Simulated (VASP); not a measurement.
The system is AlNi.

```
Al Ni
1.0
     1.93869   -1.95319    0.00000
     1.93869    1.95319    0.00000
     0.00000    0.00000    3.09943
Al Ni
1 1
Cartesian
  0.0000 0.0000 0.0000
  1.9387 0.0000 1.5497
```

* Program: VASP 6.6.1
* Task: relaxation of cell and atoms
* Functional: PBE
* Potentials or basis: VASP PAW PBE potentials, release 64 (Al, Ni)
* Cutoff: 600 eV
* k mesh: 16 × 16 × 14
* Occupations: gaussian, width 0.1 eV
* Spin: no spin polarisation

At the start: pressure 6.0 GPa; volume 11.74 Å³/atom.

**Question.** Where does the relaxation end?

**Answer.** Over 19 steps the energy falls by 28.3 meV/atom and the volume is 12.10 Å³/atom (+3.1 %); space group P4/mmm (No. 123, to 0.1 Å) before, Pm-3m (No. 221, to 0.1 Å).

The path:
| step | energy change (eV) | largest force (eV/Å) | pressure (GPa) | volume (Å³) |
| --- | --- | --- | --- | --- |
| 1 | 0.0000 | 0.0000 | 5.96 | 23.47 |
| 2 | -0.0184 | 0.0000 | -4.20 | 24.98 |
| 3 | -0.0232 | 0.0000 | -1.51 | 24.48 |
| 4 | -0.0355 | 0.0000 | -1.12 | 24.42 |
| 5 | -0.0556 | 0.0000 | 0.18 | 24.17 |
| 6 | -0.0566 | 0.0000 | -0.22 | 24.23 |
| 7 | -0.0566 | 0.0000 | 0.14 | 24.22 |
| 8 | -0.0566 | 0.0000 | -0.11 | 24.22 |
| 9 | -0.0566 | 0.0000 | 0.42 | 24.18 |
| 10 | -0.0566 | 0.0000 | 0.16 | 24.20 |
| 11 | -0.0566 | 0.0000 | 0.08 | 24.21 |
| 12 | -0.0566 | 0.0000 | -0.06 | 24.21 |
| 13 | -0.0566 | 0.0000 | 0.07 | 24.21 |
| 14 | -0.0566 | 0.0000 | -0.53 | 24.21 |
| 15 | -0.0566 | 0.0000 | 0.34 | 24.21 |
| 16 | -0.0566 | 0.0000 | -0.16 | 24.21 |
| 17 | -0.0566 | 0.0000 | 0.41 | 24.18 |
| 18 | -0.0566 | 0.0000 | 0.14 | 24.20 |
| 19 | -0.0566 | 0.0000 | -0.05 | 24.20 |

Final structure:
```
Al Ni
1.0
     2.04379   -2.04345    0.00000
     2.04379    2.04345    0.00000
     0.00000    0.00000    2.89759
Al Ni
1 1
Direct
  0.00000 0.00000 0.00000
  0.50000 0.50000 0.50000
```
